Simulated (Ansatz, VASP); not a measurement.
**La: VASP beside Ansatz**

The input INCAR:

```
SYSTEM = La
PREC = Accurate
ENCUT = 520
EDIFF = 1E-6
ISMEAR = -1
SIGMA = 0.05
LREAL = .False.
LASPH = .True.
NELM = 100
ALGO = Normal
ISIF = 2
LWAVE = .False.
LCHARG = .True.
GGA = PS
LELF = .True.
LVHAR = .True.
NBANDS = 12
```

KPOINTS

```
Automatic mesh
0
Gamma
  7 7 7
  0 0 0
```

Contents of POSCAR:

```
La
1.0
   -2.1663076924      2.1663076924      2.1238310710
    2.1663076924     -2.1663076924      2.1238310710
    2.1663076924      2.1663076924     -2.1238310710
La
1
Direct
    0.0000000000      0.0000000000      0.0000000000
```

Contents of input.yaml:

```yaml
crystal:
  lattice:
    - [-2.1663076924, 2.1663076924, 2.123831071]
    - [2.1663076924, -2.1663076924, 2.123831071]
    - [2.1663076924, 2.1663076924, -2.123831071]
  atoms:
    - { symbol: La, position: [0.0, 0.0, 0.0] }
hamiltonian:
  xc: pbesol
  pseudopotentials: { kind: paw }
kpoints:
  mp_grid: { grid: [7, 7, 7] }
  band_path:
    path:
      - [[0.0, 0.0, 0.0], [0.0, 0.0, 0.5], [-0.5, 0.5, 0.5], [0.0, 0.0, 0.0], [0.4902921953, 0.4902921953, -0.4902921953], [0.25, 0.25, 0.25], [0.0, 0.5, 0.0], [-0.4902921953, 0.5097078047, 0.4902921953], [-0.5, 0.5, 0.5]]
      - [[0.0, 0.0, 0.5], [0.25, 0.25, 0.25]]
    npoints: 14
scf:
  occupations: { method: fermi_dirac, width: 0.05 }
  n_extra_bands: 6
output:
  forces: true
  stress: true
  eigenvalues: true
  fatbands: false
  write_density: true
  write_potential: true
  elf: true
  volumetric_format: npy
```

Alike in both runs: functional PBEsol; k mesh 7 × 7 × 7; occupations fermi-dirac, width 0.05 eV; no spin polarisation.

|  | VASP | Ansatz |
| --- | --- | --- |
| version | VASP 6.6.1 | Ansatz 0.2.0 |
| potentials or method | VASP PAW PBE potentials, release 64 (La) | Ansatz PAW |
| plane-wave cutoff (eV) | 520 | 420 |
| valence electrons in the cell | 11 | 11 |
| task | single point | band structure |

```csv
,VASP,Ansatz,Ansatz less VASP
gap on the k mesh at the Fermi level (eV),none,none,-
pressure (GPa),-3.2,-3.2,+0.01
"traceless stress, the component that is largest in VASP (GPa)",-0.79,-0.80,-0.012
```

VASP's potentials were made for PBE, not for PBEsol. A gap of «none» marks a metal or a gap that the smearing closes.

Neither program's run includes spin-orbit coupling.
